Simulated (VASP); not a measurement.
Runs of VASP 6.6.1 on Ta. The structure is that of space group P6_3/mmc (No. 194), or close to it. The cells are those of the table. 

| task | level | potentials or basis | cell | cutoff (eV) | smearing | gap on the mesh (eV) | pressure (GPa) |
| --- | --- | --- | --- | --- | --- | --- | --- |
| single point | PBE | VASP PAW PBE potentials, release 64 (Ta_pv) | a = 2.892, b = 2.892, c = 5.171 Å, angles 90.0, 90.0, 120.0°, 2 atoms | 520 | fermi-dirac 0.05 eV | none | 0.0 |
| relaxation of cell and atoms | RPBE+D3(BJ) | VASP PAW PBE potentials, release 64 (Ta_pv) | relaxed from a = 2.900, b = 2.900, c = 5.166 Å, angles 90.0, 90.0, 120.0°, 2 atoms | 600 | fermi-dirac 0.05 eV | none | 0.0 |
| single point | PBE | VASP PAW PBE potentials, release 64 (Ta_pv) | a = 2.939, b = 2.939, c = 5.234 Å, angles 90.0, 90.0, 120.0°, 2 atoms | 520 | fermi-dirac 0.05 eV | none | -7.7 |
| single point | LDA | VASP PAW LDA potentials, release 64 (Ta_pv) | a = 2.900, b = 2.900, c = 5.166 Å, angles 90.0, 90.0, 120.0°, 2 atoms | 520 | gaussian 0.1 eV | none | (a) |
| single point | RPBE | VASP PAW PBE potentials, release 64 (Ta_pv) | a = 2.910, b = 2.910, c = 5.198 Å, angles 90.0, 90.0, 120.0°, 2 atoms | 520 | fermi-dirac 0.05 eV | none | 0.0 |

Alike in all rows: no spin polarisation; k mesh 11 × 11 × 5.

Task: Fill in the values left out.

Result: (a) -11.4.

Caveats: spin-orbit coupling is left out, which moves the levels of the heavy elements; the PAW data sets were made with another functional, which shifts forces and pressure a little (some runs); pairwise dispersion overbinds metals, which lowers pressure and volume (some runs).

A k mesh can miss the band edges, and the runs leave out spin-orbit coupling on Ta.

A gap of «none» marks levels without a gap at the run's occupations.
